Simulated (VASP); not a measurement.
TaSiO4:

```
CELL_PARAMETERS angstrom
3.40104 0.00000 0.00000
-1.70052 2.94539 0.00000
0.00000 0.00000 7.18901
ATOMIC_POSITIONS crystal
Ta 0.00000 0.00000 0.00000
Si 0.00000 0.00000 0.50000
O 0.33333 0.66667 0.00000
O 0.66667 0.33333 0.00000
O 0.00000 0.00000 0.21935
O 0.00000 0.00000 0.78065
```

* Program: VASP 6.6.1
* Task: relaxation of cell and atoms
* Functional: PBE
* Potentials or basis: VASP PAW PBE potentials, release 64 (Ta_pv, Si, O)
* Cutoff: 600 eV
* k mesh: 6 × 6 × 4
* Occupations: gaussian, width 0.1 eV
* Spin: no spin polarisation

At the start: pressure 85.5 GPa; volume 12.00 Å³/atom.

Problem. How do energy, volume and symmetry change on relaxing?

Solution. Over 15 steps the energy falls by 1918.2 meV/atom and the volume is 14.10 Å³/atom (+17.5 %); space group P6/mmm (No. 191, to 0.05 Å).

Step by step:
```
step  energy change (eV)  largest force (eV/Å)  pressure (GPa)  volume (Å³)
   1              0.0000               26.3534           85.48        72.02
   2             13.3142               58.8767           24.00       158.13
   3             -8.7857                3.3187           -2.23       101.22
   4             -9.1060                2.5923           -2.80        98.52
   5            -10.3907                0.0670            2.68        84.66
   6            -10.4194                1.6946           13.38        78.19
   7            -10.4967                0.6079            6.97        81.43
   8            -10.4999                0.8552            8.60        80.45
   9            -10.4980                6.9584            1.35        89.27
  10            -11.4122                1.6193            0.46        85.01
  11            -11.4967                0.4326           -2.23        85.54
  12            -11.4992                0.1296           -1.94        85.46
  13            -11.4979                0.0381            1.63        84.02
  14            -11.5089                0.0420           -0.26        84.76
  15            -11.5091                0.0125            0.02        84.61
```

Final structure:
```
Ta Si O
1.0
     3.66684    0.00000    0.00000
    -1.83342    3.17558    0.00000
     0.00000    0.00000    7.26636
Ta Si O
1 1 4
Direct
  0.00000 0.00000 0.00000
  0.00000 0.00000 0.50000
  0.33333 0.66667 0.00000
  0.66667 0.33333 0.00000
  0.00000 0.00000 0.28338
  0.00000 0.00000 0.71662
```

Caveat: the volume moved by over 15 % at a fixed basis, so the end points are rough; an odd number of electrons without spin polarisation forces a metal; a magnetic or distorted state may lie lower.
